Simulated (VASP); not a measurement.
# H2Pt (CdI2 type) (P-3m1) in VASP: a series of runs

H2Pt (CdI2 type) is run at these levels: PBE; tasks: single point, relaxation of cell and atoms.

Everything below comes from runs of VASP 6.6.1. Logs are shortened: lines on timing, memory, paths and dates and some standing lists are left out, and cuts for length are marked.

## Step 1: The cell of the first run

Symmetry: P-3m1, No. 164, trigonal system. The conventional cell has a = 2.887 Å, b = 2.887 Å, c = 4.689 Å, α = 90.00°, β = 90.00°, γ = 120.00°. Pt (site symmetry -3m) has 6 H at 1.87 Å within 2.5 Å. Within 2.5 Å of H (site symmetry 3m) lie 3 Pt at 1.87 Å and 3 H at 2.37 Å.

## Step 2: Single point, PBE

The input, INCAR:

```
PREC = Accurate
ENCUT = 520
EDIFF = 1E-6
ISMEAR = -1
SIGMA = 0.05
LREAL = False
LASPH = True
NELM = 100
ALGO = Normal
ISIF = 2
LWAVE = False
LCHARG = True
GGA = PE
LELF = True
LVHAR = True
NBANDS = 13
```

The input, KPOINTS:

```
Automatic mesh
0
Gamma
  14 14 8
```

The input, POSCAR:

```
H2Pt
1.0
    2.8874588711      0.0000000000      0.0000000000
   -1.4437294356      2.5006127347      0.0000000000
    0.0000000000      0.0000000000      4.6889179950
Pt H
1 2
Direct
    0.0000000000      0.0000000000      0.0000000000
    0.3333333333      0.6666666667      0.1788849901
    0.6666666667      0.3333333333      0.8211150099
```

Potentials or basis: VASP PAW PBE potentials, release 64 (Pt, H).

Launch:

```
$ cat potpaw_PBE.64/Pt/POTCAR potpaw_PBE.64/H/POTCAR > POTCAR
$ mpirun -np 1 vasp_std > vasp.out
```

OUTCAR:

```text
PREC = Accurate
   ENCUT = 520
   EDIFF = 1E-6
   ISMEAR = -1
   LREAL = False
   LASPH = True
   NELM = 100
   ISIF = 2
   GGA = PE

 ion  position               nearest neighbor table
   1  0.000  0.000  0.000-   2 1.87   3 1.87   2 1.87   3 1.87   3 1.87   2 1.87
   2  0.333  0.667  0.179-   1 1.87   1 1.87   1 1.87
   3  0.667  0.333  0.821-   1 1.87   1 1.87   1 1.87

  LATTYP: Found a hexagonal cell.
 ALAT       =     2.8874588711
 C/A-ratio  =     1.6238908342

  Lattice vectors:

 A1 = (   2.8874588711,   0.0000000000,   0.0000000000)
 A2 = (  -1.4437294356,   2.5006127347,   0.0000000000)
 A3 = (   0.0000000000,   0.0000000000,   4.6889179950)

Analysis of symmetry for initial positions (statically):
=====================================================================
 Subroutine PRICEL returns:
 Original cell was already a primitive cell.

 Routine SETGRP: Setting up the symmetry group for a
 hexagonal supercell.

 Subroutine GETGRP returns: Found 12 space group operations
 (whereof 12 operations were pure point group operations)
 out of a pool of 24 trial point group operations.

The static configuration has the point symmetry D_3d.

Analysis of symmetry for dynamics (positions and initial velocities):
=====================================================================
 Subroutine PRICEL returns:
 Original cell was already a primitive cell.

 Routine SETGRP: Setting up the symmetry group for a
 hexagonal supercell.

 Subroutine GETGRP returns: Found 12 space group operations
 (whereof 12 operations were pure point group operations)
 out of a pool of 24 trial point group operations.

The dynamic configuration has the point symmetry D_3d.

 Subroutine INISYM returns: Found 12 space group operations
 (whereof 12 operations are pure point group operations),
 and found     1 'primitive' translations

----------------------------------------------------------------------------------------

                                     Primitive cell

  volume of cell :      33.8559

  direct lattice vectors                    reciprocal lattice vectors
     2.887458871  0.000000000  0.000000000     0.346325279  0.199950993  0.000000000
    -1.443729436  2.500612735  0.000000000     0.000000000  0.399901986  0.000000000
     0.000000000  0.000000000  4.688917995     0.000000000  0.000000000  0.213268818

  length of vectors
     2.887458871  2.887458871  4.688917995     0.399901986  0.399901986  0.213268818

  position of ions in fractional coordinates (direct lattice)
     0.000000000  0.000000000  0.000000000
     0.333333333  0.666666667  0.178884990
     0.666666667  0.333333333  0.821115010

  ion indices of the primitive-cell ions
   primitive index   ion index
                 1           1
                 2           2
                 3           3

----------------------------------------------------------------------------------------

 KPOINTS: Automatic mesh

Automatic generation of k-mesh.
 Grid dimensions read from file:
 generate k-points for:   14   14    8

 Generating k-lattice:

  Cartesian coordinates                     Fractional coordinates (reciprocal lattice)
     0.024737520  0.014282214  0.000000000     0.071428571 -0.000000000  0.000000000
     0.000000000  0.028564428  0.000000000     0.000000000  0.071428571  0.000000000
     0.000000000  0.000000000  0.026658602     0.000000000  0.000000000  0.125000000

  Length of vectors
     0.028564428  0.028564428  0.026658602

  Shift w.r.t. Gamma in fractional coordinates (k-lattice)
     0.000000000  0.000000000  0.000000000

 Subroutine IBZKPT returns following result:
 ===========================================

 Found    168 irreducible k-points:

 Following reciprocal coordinates:
            Coordinates               Weight
  0.000000  0.000000  0.000000      1.000000
  0.071429 -0.000000  0.000000      6.000000
  0.142857 -0.000000  0.000000      6.000000
  0.214286 -0.000000  0.000000      6.000000
  0.285714 -0.000000  0.000000      6.000000
  0.357143 -0.000000  0.000000      6.000000
[... 16 lines left out ...]
  0.285714  0.285714  0.000000      6.000000
  0.357143  0.285714  0.000000      6.000000
 [... further k-points ...]
   k-points           NKPTS =    168   k-points in BZ     NKDIM =    168   number of bands    NBANDS=     13
   number of dos      NEDOS =    301   number of ions     NIONS =      3
   total plane-waves  NPLWV =  20736
   dimension x,y,z NGX =    24 NGY =   24 NGZ =   36
   dimension x,y,z NGXF=    48 NGYF=   48 NGZF=   72
   ions per type =               1   2
   NGX,Y,Z   is equivalent  to a cutoff of  13.82, 13.82, 12.76 a.u.
   NGXF,Y,Z  is equivalent  to a cutoff of  27.64, 27.64, 25.53 a.u.
 SYSTEM =  unknown system
   PREC   = accura    normal or accurate (medium, high low for compatibility)
   ISTART =      0    job   : 0-new  1-cont  2-samecut
   ICHARG =      2    charge: 1-file 2-atom 10-const
   ISPIN  =      1    spin polarized calculation?
   LNONCOLLINEAR =      F non collinear calculations
   LSORBIT =      F    spin-orbit coupling
   LASPH  =      T    aspherical Exc in radial PAW
   ENCUT  =  520.0 eV  38.22 Ry    6.18 a.u.   5.37  5.37  8.72*2*pi/ulx,y,z
   NELM   =    100;   NELMIN=  2; NELMDL= -5     # of ELM steps
   EDIFF  = 0.1E-05   stopping-criterion for ELM
   LREAL  =      F    real-space projection
   EDIFFG = 0.1E-04   stopping-criterion for IOM
   NSW    =      0    number of steps for IOM
   IBRION =     -1    ionic relax: 0-MD 1-quasi-New 2-CG
   NFREE  =      0    steps in history (QN), initial steepest desc. (CG)
   ISIF   =      2    stress and relaxation
   ISYM   =      2    0-nonsym 1-usesym 2-fastsym
   POTIM  = 0.5000    time-step for ionic-motion
   TEBEG  =    0.0;   TEEND  =   0.0 temperature during run
   PSTRESS=    0.0 pullay stress
   NELECT =      12.0000    total number of electrons
   NUPDOWN=      -1.0000    fix difference up-down
   EMIN   =  10.00;   EMAX   =-10.00  energy-range for DOS
   EFERMI =   0.00;   METHOD = LEGACY
   ISMEAR =    -1;   SIGMA  =   0.05  broadening in eV -4-tet -1-fermi 0-gaus
   EFERMI_NEDOS =   21; number of points for ismear=-14 and -15
   IALGO  =     38    algorithm
   IMIX   =      4    mixing-type and parameters
     AMIX     =   0.40;   BMIX     =  1.00
     AMIX_MAG =   1.60;   BMIX_MAG =  1.00
  volume/ion in A,a.u.               =      11.29        76.16
  Fermi-wavevector in a.u.,A,eV,Ry     =   1.158574  2.189387 18.263001  1.342293
  Thomas-Fermi vector in A             =   2.295174
   LORBIT       =      0    0 simple, 1 ext, 2 COOP (PROOUT), +10 PAW based schemes
   GGA     = PE    functional components
   LHFCALC =     F    Hartree Fock is set to
   AEXX    =    0.0000 exact exchange contribution
   IVDW    =     0    specifies the selected vdW correction
   LEPSILON=     F    determine dielectric tensor
   LRPA    =     F    only Hartree local field effects (RPA)
 non-spin polarized calculation
  energy-cutoff  :      520.00
  volume of cell :       33.86
 maximum number of plane-waves:       941
 NGX is ok and might be reduce to    24
   NGX = 11   NGY = 11   NGZ = 17

 number of electron      12.0000000 magnetization

 Free energy of the ion-electron system (eV)
  ---------------------------------------------------
  ext. energy  EPLUGINS =         0.00000000
  ---------------------------------------------------
  free energy    TOTEN  =       -12.50825761 eV

  energy without entropy =      -12.50247567  energy(sigma->0) =      -12.50536664

 E-fermi :   3.7908     XC(G=0):  -9.4491

 val. band max:        3.7812579871   @ k =   0.2857   0.2143   0.5000
 cond. band min:       3.9742212831   @ k =   0.0000   0.2143   0.2500
 fundamental gap:      0.1929632960
 Fermi energy:         3.7907889830

 k-point     1 :       0.0000    0.0000    0.0000
  band No.  band energies     occupation
      1      -7.2768      2.00000
      2      -0.2351      2.00000
      3      -0.2351      2.00000
      4      -0.1786      2.00000
      5      -0.0048      2.00000
      6       2.0565      2.00000
      7       2.0565      2.00000
      8       9.9098      0.00000
      9      12.9293      0.00000
     10      16.7528      0.00000
     11      22.3545      0.00000
     12      22.3545      0.00000
     13      22.5988      0.00000

 k-point     2 :       0.0714   -0.0000    0.0000
  band No.  band energies     occupation
      1      -7.1162      2.00000
      2      -0.9581      2.00000
      3      -0.1166      2.00000
      4      -0.1130      2.00000
      5       0.3295      2.00000
      6       2.0261      2.00000
      7       2.4341      2.00000
      8       9.9723      0.00000
      9      13.1280      0.00000
     10      16.0779      0.00000
     11      21.7923      0.00000
     12      21.8261      0.00000
     13      22.7378      0.00000

 k-point     3 :       0.1429   -0.0000    0.0000
  band No.  band energies     occupation
      1      -6.6520      2.00000
      2      -1.8202      2.00000
      3       0.0528      2.00000
      4       0.2272      2.00000
      5       0.2841      2.00000
      6       1.9438      2.00000
      7       3.3733      1.99953
      8      10.1603      0.00000
      9      13.5289      0.00000
     10      14.6934      0.00000
     11      19.9280      0.00000
     12      20.4851      0.00000
     13      23.0188      0.00000
[... 305 lines left out ...]
 k-point    23 :       0.2857    0.2857    0.0000
  band No.  band energies     occupation
      1      -3.6602      2.00000
      2      -3.0985      2.00000
      3      -0.3069      2.00000
      4       0.4727      2.00000
      5       1.4927      2.00000
      6       4.6714      0.00000
      7       6.8841      0.00000
      8       7.3011      0.00000
      9      12.0810      0.00000
     10      13.7324      0.00000
     11      13.8815      0.00000
     12      15.5469      0.00000
     13      17.0068      0.00000

 k-point    24 :       0.3571    0.2857    0.0000
  band No.  band energies     occupation
      1      -3.5965      2.00000
      2      -3.0578      2.00000
      3      -0.1827      2.00000
      4       0.3502      2.00000
      5       1.5492      2.00000
      6       5.4915      0.00000
      7       6.0594      0.00000
      8       7.0130      0.00000
      9      12.6425      0.00000
     10      14.0259      0.00000
     11      14.5124      0.00000
     12      14.6716      0.00000
     13      15.9586      0.00000

 [... further k-points ...]

------------------------ aborting loop because EDIFF is reached ----------------------------------------

  FORCE on cell =-STRESS in cart. coord.  units (eV):
  Direction    XX          YY          ZZ          XY          YZ          ZX
  --------------------------------------------------------------------------------------
  -------------------------------------------------------------------------------------
  Total       -0.0293808     -0.0293808     -0.0105672      0.0000000      0.0000000     -0.0000000
  in kB       -1.3903984     -1.3903984     -0.5000742      0.0000000      0.0000000     -0.0000000
  external PRESSURE =      -1.0936237 kB  Pullay stress =       0.0000000 kB

 VOLUME and BASIS-vectors are now :
 -----------------------------------------------------------------------------
  energy-cutoff  :      520.00
  volume of cell :       33.86
      direct lattice vectors                 reciprocal lattice vectors
     2.887458871  0.000000000  0.000000000     0.346325279  0.199950993  0.000000000
    -1.443729436  2.500612735  0.000000000     0.000000000  0.399901986  0.000000000
     0.000000000  0.000000000  4.688917995     0.000000000  0.000000000  0.213268818

 POSITION                                       TOTAL-FORCE (eV/Angst)
 -----------------------------------------------------------------------------------
      0.00000      0.00000      0.00000        -0.000000      0.000000      0.000000
     -0.00000      1.66708      0.83878         0.000000     -0.000000      0.008356
      1.44373      0.83354      3.85014        -0.000000      0.000000     -0.008356
 -----------------------------------------------------------------------------------
    total drift:                               -0.000000      0.000000      0.000000

  FREE ENERGIE OF THE ION-ELECTRON SYSTEM (eV)
  ---------------------------------------------------
  free  energy   TOTEN  =       -12.5082576073 eV

  energy  without entropy=      -12.5024756672  energy(sigma->0) =      -12.50536664
```

It took 21 s on 1 thread of Intel Xeon 6975P-C (Granite Rapids), shared host; peak memory 0.21 GiB.

Results:

| Property | Result |
| --- | --- |
| Free energy | -12.5083 eV |
| Pressure | -0.1 GPa |
| Largest force | 0.008 eV/Å |
| Band gap on the k mesh | zero (band 6 reaches 5.75 eV, above the bottom of band 7 at 2.05 eV) |

Forces on the atoms (eV/Å):
```
Pt   0.000  0.000  0.000
H    0.000  0.000  0.008
H    0.000  0.000 -0.008
```

Levels at points of the mesh, in eV from the Fermi level:
```
           k point  band 4  band 5  band 6  band 7  band 8  band 9
(0.00, 0.00, 0.00)   -3.97   -3.80   -1.73   -1.73    6.12    9.14
(0.50, 0.00, 0.00)   -2.41   -2.40   -0.80    2.57    5.56    7.73
(0.00, 0.00, 0.50)   -4.02   -3.30   -1.75   -1.75    5.65   12.07
(0.50, 0.00, 0.50)   -2.42   -2.10   -0.80    2.94    3.77    6.32
```

Caveat: spin-orbit coupling is left out, which moves the levels of the heavy elements.

(Part 1 of 2 ends here.)
